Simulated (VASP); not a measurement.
LiF:

```xyz
2
Lattice="0.0273 2.1477 2.1477 2.1477 0.0273 2.1477 2.1477 2.1477 0.0273" Properties=species:S:1:pos:R:3 pbc="T T T"
Li    0.0055    0.0055    0.0055
F     1.0752    1.0752    1.0752
```

This cell differs from its parent crystal: epitaxial 111 strain -1.1%.

Base run:

* Program: VASP 6.6.1
* Functional: r2SCAN
* Potentials or basis: VASP PAW PBE potentials, release 64 (Li_sv, F)
* Cutoff: 520 eV
* k mesh: 10 × 10 × 10
* Occupations: gaussian, width 0.01 eV
* Spin: no spin polarisation

Its results: band gap on the k mesh 8.81 eV, direct.

**Question.** The run is repeated on the same cell with these changes: functional from r2SCAN to PBE; occupations from gaussian, width 0.01 eV to fermi-dirac, width 0.02 eV. What comes out?

**Answer.** Band gap on the k mesh 7.97 eV, direct.

A k mesh can miss the band edges.
